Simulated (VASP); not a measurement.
# GaN in VASP: a series of runs

GaN is run at these levels: PBE, r2SCAN; tasks: single point.

Everything below comes from runs of VASP 6.6.1. Logs are shortened: lines on timing, memory, paths and dates and some standing lists are left out, and cuts for length are marked.

### 1 The cell of the first run

Symmetry: Fm-3m, No. 225, cubic system. The conventional cell has a = 4.351 Å, b = 4.351 Å, c = 4.351 Å, α = 90.00°, β = 90.00°, γ = 90.00°. Within 2.9 Å of Ga (site symmetry m-3m) lie 6 N at 2.18 Å. N (site symmetry m-3m) has 6 Ga at 2.18 Å within 2.9 Å.

### 2 Single point, PBE (strain +3.2%)

Contents of INCAR:

```
PREC = Accurate ; ENCUT = 520
EDIFF = 1E-6 ; ISMEAR = -1
SIGMA = 0.02 ; LREAL = F
LASPH = T ; NELM = 80
ALGO = Normal ; ISIF = 2
LWAVE = F ; LCHARG = F
GGA = PE ; NBANDS = 16
```

Contents of KPOINTS:

```
regular mesh
0
Gamma
  10 10 10
```

Contents of POSCAR:

```
GaN
1.0
    0.0000000000      2.1753551668      2.1753551668
    2.1753551668      0.0000000000      2.1753551668
    2.1753551668      2.1753551668      0.0000000000
Ga N
1 1
Direct
    0.0000000000      0.0000000000      0.0000000000
    0.5000000000      0.5000000000      0.5000000000
```

Potentials or basis: VASP PAW PBE potentials, release 64 (Ga_d, N).

The run is started by

```bash
$ cat potpaw_PBE.64/Ga_d/POTCAR potpaw_PBE.64/N/POTCAR > POTCAR
$ mpirun -np 1 vasp_std > vasp.out
```

OUTCAR:

```text
PREC = Accurate
   ENCUT = 520
   EDIFF = 1E-6
   ISMEAR = -1
   LREAL = F
   LASPH = T
   NELM = 80
   ISIF = 2
   GGA = PE

 ion  position               nearest neighbor table
   1  0.000  0.000  0.000-   2 2.18   2 2.18   2 2.18   2 2.18   2 2.18   2 2.18
   2  0.500  0.500  0.500-   1 2.18   1 2.18   1 2.18   1 2.18   1 2.18   1 2.18

  LATTYP: Found a face centered cubic cell.
 ALAT       =     4.3507103336

  Lattice vectors:

 A1 = (   0.0000000000,   2.1753551668,   2.1753551668)
 A2 = (   2.1753551668,   0.0000000000,   2.1753551668)
 A3 = (   2.1753551668,   2.1753551668,   0.0000000000)

Analysis of symmetry for initial positions (statically):
=====================================================================
 Subroutine PRICEL returns:
 Original cell was already a primitive cell.

 Routine SETGRP: Setting up the symmetry group for a
 face centered cubic supercell.

 Subroutine GETGRP returns: Found 48 space group operations
 (whereof 48 operations were pure point group operations)
 out of a pool of 48 trial point group operations.

The static configuration has the point symmetry O_h .

Analysis of symmetry for dynamics (positions and initial velocities):
=====================================================================
 Subroutine PRICEL returns:
 Original cell was already a primitive cell.

 Routine SETGRP: Setting up the symmetry group for a
 face centered cubic supercell.

 Subroutine GETGRP returns: Found 48 space group operations
 (whereof 48 operations were pure point group operations)
 out of a pool of 48 trial point group operations.

The dynamic configuration has the point symmetry O_h .

 Subroutine INISYM returns: Found 48 space group operations
 (whereof 48 operations are pure point group operations),
 and found     1 'primitive' translations

----------------------------------------------------------------------------------------

                                     Primitive cell

  volume of cell :      20.5883

  direct lattice vectors                    reciprocal lattice vectors
     0.000000000  2.175355167  2.175355167    -0.229847525  0.229847525  0.229847525
     2.175355167  0.000000000  2.175355167     0.229847525 -0.229847525  0.229847525
     2.175355167  2.175355167  0.000000000     0.229847525  0.229847525 -0.229847525

  length of vectors
     3.076416780  3.076416780  3.076416780     0.398107590  0.398107590  0.398107590

  position of ions in fractional coordinates (direct lattice)
     0.000000000  0.000000000  0.000000000
     0.500000000  0.500000000  0.500000000

  ion indices of the primitive-cell ions
   primitive index   ion index
                 1           1
                 2           2

----------------------------------------------------------------------------------------

 KPOINTS: regular mesh

Automatic generation of k-mesh.
 Grid dimensions read from file:
 generate k-points for:   10   10   10

 Generating k-lattice:

  Cartesian coordinates                     Fractional coordinates (reciprocal lattice)
    -0.022984752  0.022984752  0.022984752     0.100000000  0.000000000  0.000000000
     0.022984752 -0.022984752  0.022984752     0.000000000  0.100000000  0.000000000
     0.022984752  0.022984752 -0.022984752     0.000000000  0.000000000  0.100000000

  Length of vectors
     0.039810759  0.039810759  0.039810759

  Shift w.r.t. Gamma in fractional coordinates (k-lattice)
     0.000000000  0.000000000  0.000000000

 Subroutine IBZKPT returns following result:
 ===========================================

 Found     47 irreducible k-points:

 Following reciprocal coordinates:
            Coordinates               Weight
  0.000000  0.000000  0.000000      1.000000
  0.100000  0.000000  0.000000      8.000000
  0.200000  0.000000  0.000000      8.000000
  0.300000  0.000000  0.000000      8.000000
  0.400000  0.000000  0.000000      8.000000
  0.500000  0.000000  0.000000      4.000000
[... 16 lines left out ...]
  0.300000  0.300000  0.000000      6.000000
  0.400000  0.300000  0.000000     24.000000
 [... further k-points ...]
   k-points           NKPTS =     47   k-points in BZ     NKDIM =     47   number of bands    NBANDS=     16
   number of dos      NEDOS =    301   number of ions     NIONS =      2
   total plane-waves  NPLWV =  13824
   dimension x,y,z NGX =    24 NGY =   24 NGZ =   24
   dimension x,y,z NGXF=    48 NGYF=   48 NGZF=   48
   ions per type =               1   1
   NGX,Y,Z   is equivalent  to a cutoff of  12.97, 12.97, 12.97 a.u.
   NGXF,Y,Z  is equivalent  to a cutoff of  25.94, 25.94, 25.94 a.u.
 SYSTEM =  unknown system
   PREC   = accura    normal or accurate (medium, high low for compatibility)
   ISTART =      0    job   : 0-new  1-cont  2-samecut
   ICHARG =      2    charge: 1-file 2-atom 10-const
   ISPIN  =      1    spin polarized calculation?
   LNONCOLLINEAR =      F non collinear calculations
   LSORBIT =      F    spin-orbit coupling
   LASPH  =      T    aspherical Exc in radial PAW
   ENCUT  =  520.0 eV  38.22 Ry    6.18 a.u.   5.72  5.72  5.72*2*pi/ulx,y,z
   NELM   =     80;   NELMIN=  2; NELMDL= -5     # of ELM steps
   EDIFF  = 0.1E-05   stopping-criterion for ELM
   LREAL  =      F    real-space projection
   EDIFFG = 0.1E-04   stopping-criterion for IOM
   NSW    =      0    number of steps for IOM
   IBRION =     -1    ionic relax: 0-MD 1-quasi-New 2-CG
   NFREE  =      0    steps in history (QN), initial steepest desc. (CG)
   ISIF   =      2    stress and relaxation
   ISYM   =      2    0-nonsym 1-usesym 2-fastsym
   POTIM  = 0.5000    time-step for ionic-motion
   TEBEG  =    0.0;   TEEND  =   0.0 temperature during run
   PSTRESS=    0.0 pullay stress
   NELECT =      18.0000    total number of electrons
   NUPDOWN=      -1.0000    fix difference up-down
   EMIN   =  10.00;   EMAX   =-10.00  energy-range for DOS
   EFERMI =   0.00;   METHOD = LEGACY
   ISMEAR =    -1;   SIGMA  =   0.02  broadening in eV -4-tet -1-fermi 0-gaus
   EFERMI_NEDOS =   21; number of points for ismear=-14 and -15
   IALGO  =     38    algorithm
   IMIX   =      4    mixing-type and parameters
     AMIX     =   0.40;   BMIX     =  1.00
     AMIX_MAG =   1.60;   BMIX_MAG =  1.00
  volume/ion in A,a.u.               =      10.29        69.47
  Fermi-wavevector in a.u.,A,eV,Ry     =   1.565401  2.958178 33.340791  2.450479
  Thomas-Fermi vector in A             =   2.667882
   LORBIT       =      0    0 simple, 1 ext, 2 COOP (PROOUT), +10 PAW based schemes
   GGA     = PE    functional components
   LHFCALC =     F    Hartree Fock is set to
   AEXX    =    0.0000 exact exchange contribution
   IVDW    =     0    specifies the selected vdW correction
   LEPSILON=     F    determine dielectric tensor
   LRPA    =     F    only Hartree local field effects (RPA)
 non-spin polarized calculation
  energy-cutoff  :      520.00
  volume of cell :       20.59
 maximum number of plane-waves:       568
   NGX = 11   NGY = 11   NGZ = 11

 number of electron      17.9999988 magnetization

 Free energy of the ion-electron system (eV)
  ---------------------------------------------------
  ext. energy  EPLUGINS =         0.00000000
  ---------------------------------------------------
  free energy    TOTEN  =       -11.17223831 eV

  energy without entropy =      -11.17202091  energy(sigma->0) =      -11.17212961

 E-fermi :   6.8991     XC(G=0): -12.5935

 val. band max:        6.8267460364   @ k =  -0.2000   0.2000   0.0000
 cond. band min:       6.9220926366   @ k =   0.5000   0.5000   0.0000
 fundamental gap:      0.0953466002
 Fermi energy:         6.8991241369

 k-point     1 :       0.0000    0.0000    0.0000
  band No.  band energies     occupation
      1      -9.6193      2.00000
      2      -7.1761      2.00000
      3      -7.1761      2.00000
      4      -7.1761      2.00000
      5      -7.1007      2.00000
      6      -7.1007      2.00000
[... 8 lines left out ...]
     15      21.4716      0.00000
     16      21.4716      0.00000

 k-point     2 :       0.1000    0.0000    0.0000
  band No.  band energies     occupation
      1      -9.4420      2.00000
      2      -7.1810      2.00000
      3      -7.1683      2.00000
      4      -7.1683      2.00000
      5      -7.1097      2.00000
      6      -7.1097      2.00000
[... 8 lines left out ...]
     15      22.0442      0.00000
     16      22.0442      0.00000

 k-point     3 :       0.2000    0.0000    0.0000
  band No.  band energies     occupation
      1      -8.9310      2.00000
      2      -7.1924      2.00000
      3      -7.1832      2.00000
      4      -7.1832      2.00000
      5      -7.0976      2.00000
      6      -7.0976      2.00000
[... 8 lines left out ...]
     15      23.1739      0.00000
     16      23.1739      0.00000

 k-point     4 :       0.3000    0.0000    0.0000
  band No.  band energies     occupation
      1      -8.1685      2.00000
      2      -7.2309      2.00000
      3      -7.2309      2.00000
      4      -7.1984      2.00000
      5      -7.0526      2.00000
      6      -7.0526      2.00000
[... 8 lines left out ...]
     15      24.8986      0.00000
     16      24.8986      0.00000
[... 324 lines left out ...]
 k-point    22 :      -0.2000    0.2000    0.0000
  band No.  band energies     occupation
      1      -8.1453      2.00000
      2      -7.2198      2.00000
      3      -7.2080      2.00000
      4      -7.1971      2.00000
      5      -7.0923      2.00000
      6      -6.7795      2.00000
[... 8 lines left out ...]
     15      24.5400      0.00000
     16      26.7123      0.00000

 k-point    23 :       0.3000    0.3000    0.0000
  band No.  band energies     occupation
      1      -8.4673      2.00000
      2      -7.2663      2.00000
      3      -7.0435      2.00000
      4      -7.0421      2.00000
      5      -7.0421      2.00000
      6      -6.4295      2.00000
[... 8 lines left out ...]
     15      29.7482      0.00000
     16      31.1607      0.00000

 k-point    24 :       0.4000    0.3000    0.0000
  band No.  band energies     occupation
      1      -8.3936      2.00000
      2      -7.2756      2.00000
      3      -7.0677      2.00000
      4      -7.0276      2.00000
      5      -6.9921      2.00000
      6      -5.7883      2.00000
[... 8 lines left out ...]
     15      30.4690      0.00000
     16      31.6264      0.00000

 [... further k-points ...]

------------------------ aborting loop because EDIFF is reached ----------------------------------------

  FORCE on cell =-STRESS in cart. coord.  units (eV):
  Direction    XX          YY          ZZ          XY          YZ          ZX
  --------------------------------------------------------------------------------------
  -------------------------------------------------------------------------------------
  Total       -1.2502963     -1.2502963     -1.2502963     -0.0000000     -0.0000000      0.0000000
  in kB      -97.2977953    -97.2977953    -97.2977953     -0.0000000     -0.0000000      0.0000000
  external PRESSURE =     -97.2977953 kB  Pullay stress =       0.0000000 kB

 VOLUME and BASIS-vectors are now :
 -----------------------------------------------------------------------------
  energy-cutoff  :      520.00
  volume of cell :       20.59
      direct lattice vectors                 reciprocal lattice vectors
     0.000000000  2.175355167  2.175355167    -0.229847525  0.229847525  0.229847525
     2.175355167  0.000000000  2.175355167     0.229847525 -0.229847525  0.229847525
     2.175355167  2.175355167  0.000000000     0.229847525  0.229847525 -0.229847525

 POSITION                                       TOTAL-FORCE (eV/Angst)
 -----------------------------------------------------------------------------------
      0.00000      0.00000      0.00000        -0.000000      0.000000     -0.000000
      2.17536      2.17536      2.17536         0.000000     -0.000000      0.000000
 -----------------------------------------------------------------------------------
    total drift:                                0.000000     -0.000000     -0.000000

  FREE ENERGIE OF THE ION-ELECTRON SYSTEM (eV)
  ---------------------------------------------------
  free  energy   TOTEN  =       -11.1722383150 eV

  energy  without entropy=      -11.1720209110  energy(sigma->0) =      -11.17212961
```

It took 18 s on 1 thread of Intel Xeon 8259CL, shared host; peak memory 0.14 GiB.

Results:

```
Free energy            : -11.1722 eV
Pressure               : -9.7 GPa
Band gap on the k mesh : 0.10 eV, indirect (least direct gap 1.71 eV)
```

Caveat: the cell differs from its parent crystal (strain +3.2%). A k mesh can miss the band edges.

(Continued in part 2 of 2.)
